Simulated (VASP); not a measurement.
# ZrTiGe4 (Amm2) in VASP: single point with PBE

Aim: the single point of ZrTiGe4 with PBE.

Everything below comes from runs of VASP 6.6.1. Logs are shortened: lines on timing, memory, paths and dates and some standing lists are left out, and cuts for length are marked.

### Step 1. The cell of the first run

Symmetry: Amm2, No. 38, orthorhombic system. The conventional cell has a = 3.768 Å, b = 3.776 Å, c = 14.737 Å, α = 90.00°, β = 90.00°, γ = 90.00°. Zr (site symmetry mm2) has 10 Ge at 2.77 to 3.17 Å and 2 Ti at 3.62 Å and 4 Zr at 3.77 to 3.78 Å within 3.8 Å. Ti (site symmetry mm2) has 10 Ge at 2.72 to 3.01 Å and 2 Zr at 3.62 Å and 4 Ti at 3.77 to 3.78 Å within 3.8 Å. Ge (site symmetry mm2) has 6 Ge at 2.60 to 3.50 Å and 4 Zr at 2.77 Å and 2 Ti at 3.01 Å within 3.6 Å. Within 3.4 Å of Ge (site symmetry mm2) lie 6 Ge at 2.60 to 3.24 Å and 4 Ti at 2.72 Å and 2 Zr at 3.17 Å. Within 3.5 Å of Ge (site symmetry mm2) lie 8 Ge at 2.67 to 3.50 Å and 2 Ti at 2.81 Å and 2 Zr at 2.90 Å. Ge (site symmetry mm2) has 8 Ge at 2.67 to 3.50 Å and 2 Ti at 2.81 Å and 2 Zr at 2.90 Å within 3.6 Å.

### Step 2. Single point, PBE

Contents of INCAR:

```
SYSTEM = ZrTiGe4
PREC = Accurate
ENCUT = 500
EDIFF = 1E-6
ISMEAR = -1
SIGMA = 0.15
LREAL = .False.
LASPH = .True.
NELM = 120
ALGO = Normal
ISIF = 2
LWAVE = .False.
LCHARG = .True.
GGA = PE
LELF = .True.
LVHAR = .True.
NBANDS = 49
GGA_COMPAT = .False.
```

Contents of KPOINTS:

```
regular mesh
0
Gamma
  10 10 10
  0 0 0
```

Contents of POSCAR:

```
ZrTiGe4
1.0
    3.7684193161      0.0000000000      0.0000000000
    0.0000000000      1.8880899473      7.3685941657
    0.0000000000     -1.8880899473      7.3685941657
Zr Ti Ge
1 1 4
Direct
    0.0000000000      0.8943851828      0.8943851828
    0.5000000000      0.1039736398      0.1039736398
    0.5000000000      0.4449188095      0.4449188095
    0.0000000000      0.5668594933      0.5668594933
    0.0000000000      0.2451259979      0.2451259979
    0.5000000000      0.7447368768      0.7447368768
```

Potentials or basis: VASP PAW PBE potentials, release 64 (Zr_sv, Ti_sv, Ge_d).

Started as:

```
$ cat potpaw_PBE.64/Zr_sv/POTCAR potpaw_PBE.64/Ti_sv/POTCAR potpaw_PBE.64/Ge_d/POTCAR > POTCAR
$ mpirun -np 1 vasp_std > vasp.out
```

OUTCAR:

```text
SYSTEM = ZrTiGe4
   PREC = Accurate
   ENCUT = 500
   EDIFF = 1E-6
   ISMEAR = -1
   LREAL = .False.
   LASPH = .True.
   NELM = 120
   ISIF = 2
   GGA = PE

 ion  position               nearest neighbor table
   1  0.000  0.894  0.894-   3 2.77   3 2.77   3 2.77   3 2.77   5 2.90   5 2.90   6 2.90   6 2.90
                             4 3.17   4 3.17
   2  0.500  0.104  0.104-   4 2.72   4 2.72   4 2.72   4 2.72   6 2.81   6 2.81   5 2.81   5 2.81

   3  0.500  0.445  0.445-   4 2.60   4 2.60   1 2.77   1 2.77   1 2.77   1 2.77
   4  0.000  0.567  0.567-   3 2.60   3 2.60   2 2.72   2 2.72   2 2.72   2 2.72   1 3.17   1 3.17

   5  0.000  0.245  0.245-   6 2.67   6 2.67   6 2.67   6 2.67   2 2.81   2 2.81   1 2.90   1 2.90

   6  0.500  0.745  0.745-   5 2.67   5 2.67   5 2.67   5 2.67   2 2.81   2 2.81   1 2.90   1 2.90

  LATTYP: Found a base centered orthorhombic cell.
 ALAT       =     3.7761798946
 B/A-ratio  =     3.9026711499
 C/A-ratio  =     0.9979448600

  Lattice vectors:

 A1 = (   0.0000000000,   1.8880899473,  -7.3685941657)
 A2 = (   0.0000000000,   1.8880899473,   7.3685941657)
 A3 = (   3.7684193161,   0.0000000000,   0.0000000000)

Analysis of symmetry for initial positions (statically):
=====================================================================
 Subroutine PRICEL returns:
 Original cell was already a primitive cell.

 Routine SETGRP: Setting up the symmetry group for a
 base centered orthorhombic supercell.

 Subroutine GETGRP returns: Found  4 space group operations
 (whereof  4 operations were pure point group operations)
 out of a pool of  8 trial point group operations.

The static configuration has the point symmetry C_2v.

Analysis of symmetry for dynamics (positions and initial velocities):
=====================================================================
 Subroutine PRICEL returns:
 Original cell was already a primitive cell.

 Routine SETGRP: Setting up the symmetry group for a
 base centered orthorhombic supercell.

 Subroutine GETGRP returns: Found  4 space group operations
 (whereof  4 operations were pure point group operations)
 out of a pool of  8 trial point group operations.

The dynamic configuration has the point symmetry C_2v.

 Subroutine INISYM returns: Found  4 space group operations
 (whereof  4 operations are pure point group operations),
 and found     1 'primitive' translations

----------------------------------------------------------------------------------------

                                     Primitive cell

  volume of cell :     104.8568

  direct lattice vectors                    reciprocal lattice vectors
     3.768419316  0.000000000  0.000000000     0.265363251  0.000000000  0.000000000
     0.000000000  1.888089947  7.368594166     0.000000000  0.264817892  0.067855549
     0.000000000 -1.888089947  7.368594166     0.000000000 -0.264817892  0.067855549

  length of vectors
     3.768419316  7.606646017  7.606646017     0.265363251  0.273373173  0.273373173

  position of ions in fractional coordinates (direct lattice)
     0.000000000  0.894385183  0.894385183
     0.500000000  0.103973640  0.103973640
     0.500000000  0.444918810  0.444918810
     0.000000000  0.566859493  0.566859493
     0.000000000  0.245125998  0.245125998
     0.500000000  0.744736877  0.744736877

  ion indices of the primitive-cell ions
   primitive index   ion index
                 1           1
                 2           2
                 3           3
                 4           4
                 5           5
                 6           6

----------------------------------------------------------------------------------------

 KPOINTS: regular mesh

Automatic generation of k-mesh.
 Grid dimensions read from file:
 generate k-points for:   10   10   10

 Generating k-lattice:

  Cartesian coordinates                     Fractional coordinates (reciprocal lattice)
     0.026536325  0.000000000  0.000000000     0.100000000  0.000000000  0.000000000
     0.000000000  0.026481789  0.006785555     0.000000000  0.100000000  0.000000000
     0.000000000 -0.026481789  0.006785555     0.000000000  0.000000000  0.100000000

  Length of vectors
     0.026536325  0.027337317  0.027337317

  Shift w.r.t. Gamma in fractional coordinates (k-lattice)
     0.000000000  0.000000000  0.000000000

 Subroutine IBZKPT returns following result:
 ===========================================

 Found    186 irreducible k-points:

 Following reciprocal coordinates:
            Coordinates               Weight
  0.000000  0.000000  0.000000      1.000000
  0.100000  0.000000  0.000000      2.000000
  0.200000  0.000000  0.000000      2.000000
  0.300000  0.000000  0.000000      2.000000
  0.400000  0.000000  0.000000      2.000000
  0.500000  0.000000  0.000000      1.000000
[... 16 lines left out ...]
  0.400000  0.300000  0.000000      8.000000
  0.500000  0.300000  0.000000      4.000000
 [... further k-points ...]
   k-points           NKPTS =    186   k-points in BZ     NKDIM =    186   number of bands    NBANDS=     49
   number of dos      NEDOS =    301   number of ions     NIONS =      6
   total plane-waves  NPLWV =  87808
   dimension x,y,z NGX =    28 NGY =   56 NGZ =   56
   dimension x,y,z NGXF=    56 NGYF=  112 NGZF=  112
   ions per type =               1   1   4
   NGX,Y,Z   is equivalent  to a cutoff of  12.35, 12.24, 12.24 a.u.
   NGXF,Y,Z  is equivalent  to a cutoff of  24.70, 24.48, 24.48 a.u.
 SYSTEM =  ZrTiGe4
   PREC   = accura    normal or accurate (medium, high low for compatibility)
   ISTART =      0    job   : 0-new  1-cont  2-samecut
   ICHARG =      2    charge: 1-file 2-atom 10-const
   ISPIN  =      1    spin polarized calculation?
   LNONCOLLINEAR =      F non collinear calculations
   LSORBIT =      F    spin-orbit coupling
   LASPH  =      T    aspherical Exc in radial PAW
   ENCUT  =  500.0 eV  36.75 Ry    6.06 a.u.   6.87 13.87 13.87*2*pi/ulx,y,z
   NELM   =    120;   NELMIN=  2; NELMDL= -5     # of ELM steps
   EDIFF  = 0.1E-05   stopping-criterion for ELM
   LREAL  =      F    real-space projection
   EDIFFG = 0.1E-04   stopping-criterion for IOM
   NSW    =      0    number of steps for IOM
   IBRION =     -1    ionic relax: 0-MD 1-quasi-New 2-CG
   NFREE  =      0    steps in history (QN), initial steepest desc. (CG)
   ISIF   =      2    stress and relaxation
   ISYM   =      2    0-nonsym 1-usesym 2-fastsym
   POTIM  = 0.5000    time-step for ionic-motion
   TEBEG  =    0.0;   TEEND  =   0.0 temperature during run
   PSTRESS=    0.0 pullay stress
   NELECT =      80.0000    total number of electrons
   NUPDOWN=      -1.0000    fix difference up-down
   EMIN   =  10.00;   EMAX   =-10.00  energy-range for DOS
   EFERMI =   0.00;   METHOD = LEGACY
   ISMEAR =    -1;   SIGMA  =   0.15  broadening in eV -4-tet -1-fermi 0-gaus
   EFERMI_NEDOS =   21; number of points for ismear=-14 and -15
   IALGO  =     38    algorithm
   IMIX   =      4    mixing-type and parameters
     AMIX     =   0.40;   BMIX     =  1.00
     AMIX_MAG =   1.60;   BMIX_MAG =  1.00
  volume/ion in A,a.u.               =      17.48       117.93
  Fermi-wavevector in a.u.,A,eV,Ry     =   1.495912  2.826863 30.446465  2.237752
  Thomas-Fermi vector in A             =   2.607996
   LORBIT       =      0    0 simple, 1 ext, 2 COOP (PROOUT), +10 PAW based schemes
   GGA     = PE    functional components
   LHFCALC =     F    Hartree Fock is set to
   AEXX    =    0.0000 exact exchange contribution
   IVDW    =     0    specifies the selected vdW correction
   LEPSILON=     F    determine dielectric tensor
   LRPA    =     F    only Hartree local field effects (RPA)
 non-spin polarized calculation
  energy-cutoff  :      500.00
  volume of cell :      104.86
 maximum number of plane-waves:      2684
 NGX is ok and might be reduce to    28
   NGX = 13   NGY = 27   NGZ = 27

 number of electron      79.9999973 magnetization

 Free energy of the ion-electron system (eV)
  ---------------------------------------------------
  ext. energy  EPLUGINS =         0.00000000
  ---------------------------------------------------
  free energy    TOTEN  =       -37.49421008 eV

  energy without entropy =      -37.33808142  energy(sigma->0) =      -37.41614575

 E-fermi :   8.7042     XC(G=0): -11.7515

 val. band max:        8.7040607801   @ k =   0.2000   0.1000   0.0000
 cond. band min:       8.7057756961   @ k =   0.1000   0.5000   0.4000
 fundamental gap:      0.0017149160
 Fermi energy:         8.7041779553

 k-point     1 :       0.0000    0.0000    0.0000
  band No.  band energies     occupation
      1     -48.5704      2.00000
      2     -40.3720      2.00000
      3     -24.8783      2.00000
      4     -24.8379      2.00000
      5     -24.8253      2.00000
      6     -18.4942      2.00000
[... 41 lines left out ...]
     48      11.3635      0.00000
     49      12.1513      0.00000

 k-point     2 :       0.1000    0.0000    0.0000
  band No.  band energies     occupation
      1     -48.5703      2.00000
      2     -40.3713      2.00000
      3     -24.8782      2.00000
      4     -24.8410      2.00000
      5     -24.8250      2.00000
      6     -18.4927      2.00000
[... 41 lines left out ...]
     48      11.5625      0.00000
     49      11.9845      0.00000

 k-point     3 :       0.2000    0.0000    0.0000
  band No.  band energies     occupation
      1     -48.5699      2.00000
      2     -40.3696      2.00000
      3     -24.8780      2.00000
      4     -24.8489      2.00000
      5     -24.8242      2.00000
      6     -18.4888      2.00000
[... 1081 lines left out ...]
     48      11.9201      0.00000
     49      12.7425      0.00000

 k-point    24 :       0.5000    0.3000    0.0000
  band No.  band energies     occupation
      1     -48.5679      2.00000
      2     -40.3611      2.00000
      3     -24.8957      2.00000
      4     -24.8661      2.00000
      5     -24.8203      2.00000
      6     -18.5242      2.00000
[... 41 lines left out ...]
     48      11.6956      0.00000
     49      12.7718      0.00000

 [... further k-points ...]

------------------------ aborting loop because EDIFF is reached ----------------------------------------

  FORCE on cell =-STRESS in cart. coord.  units (eV):
  Direction    XX          YY          ZZ          XY          YZ          ZX
  --------------------------------------------------------------------------------------
  -------------------------------------------------------------------------------------
  Total        0.0481352      0.0478921      0.0324398      0.0000000      0.0000000      0.0000000
  in kB        0.7354895      0.7317761      0.4956688      0.0000000      0.0000000      0.0000000
  external PRESSURE =       0.6543115 kB  Pullay stress =       0.0000000 kB

 VOLUME and BASIS-vectors are now :
 -----------------------------------------------------------------------------
  energy-cutoff  :      500.00
  volume of cell :      104.86
      direct lattice vectors                 reciprocal lattice vectors
     3.768419316  0.000000000  0.000000000     0.265363251  0.000000000  0.000000000
     0.000000000  1.888089947  7.368594166     0.000000000  0.264817892  0.067855549
     0.000000000 -1.888089947  7.368594166     0.000000000 -0.264817892  0.067855549

 POSITION                                       TOTAL-FORCE (eV/Angst)
 -----------------------------------------------------------------------------------
      0.00000      0.00000     13.18072         0.000000      0.000000      0.000846
      1.88421      0.00000      1.53228         0.000000      0.000000     -0.001643
      1.88421      0.00000      6.55685         0.000000      0.000000     -0.002921
      0.00000      0.00000      8.35392         0.000000      0.000000      0.005040
      0.00000      0.00000      3.61247         0.000000      0.000000     -0.000590
      1.88421      0.00000     10.97533         0.000000      0.000000     -0.000732
 -----------------------------------------------------------------------------------
    total drift:                                0.000000      0.000000      0.000329

  FREE ENERGIE OF THE ION-ELECTRON SYSTEM (eV)
  ---------------------------------------------------
  free  energy   TOTEN  =       -37.4942100823 eV

  energy  without entropy=      -37.3380814214  energy(sigma->0) =      -37.41614575
```

Run time: 51 min. Hardware: 1 thread of Intel Xeon 8259CL, shared host; peak memory 0.86 GiB.

Results:

* Free energy: -37.4942 eV
* Pressure: 0.1 GPa
* Largest force: 0.005 eV/Å
* Band gap on the k mesh: zero (bands 40 and 41 overlap by 0.42 eV)

Forces in eV/Å, atoms in the order of the input:
```
Zr   0.000  0.000  0.001
Ti   0.000  0.000 -0.002
Ge   0.000  0.000 -0.003
Ge   0.000  0.000  0.005
Ge   0.000  0.000 -0.001
Ge   0.000  0.000 -0.001
```

Levels at points of the mesh, in eV from the Fermi level:
```
           k point  band 37  band 38  band 39  band 40  band 41  band 42  band 43  band 44
(0.00, 0.00, 0.00)    -2.00    -1.89    -1.78    -0.10     0.56     1.02     1.52     1.59
(0.50, 0.00, 0.00)    -1.46    -1.37    -0.05     0.19     0.34     0.73     1.21     1.70
(0.00, 0.50, 0.00)    -1.47    -1.35    -0.47    -0.35    -0.09     0.73     1.06     1.16
(0.50, 0.50, 0.00)    -3.22    -2.94    -2.14    -2.00     1.30     1.39     2.03     2.10
(0.00, 0.50, 0.50)    -1.96    -1.70    -1.14     0.09     0.55     0.83     1.09     1.53
(0.50, 0.50, 0.50)    -1.98    -1.89    -0.61    -0.44    -0.02     0.09     1.22     1.83
```
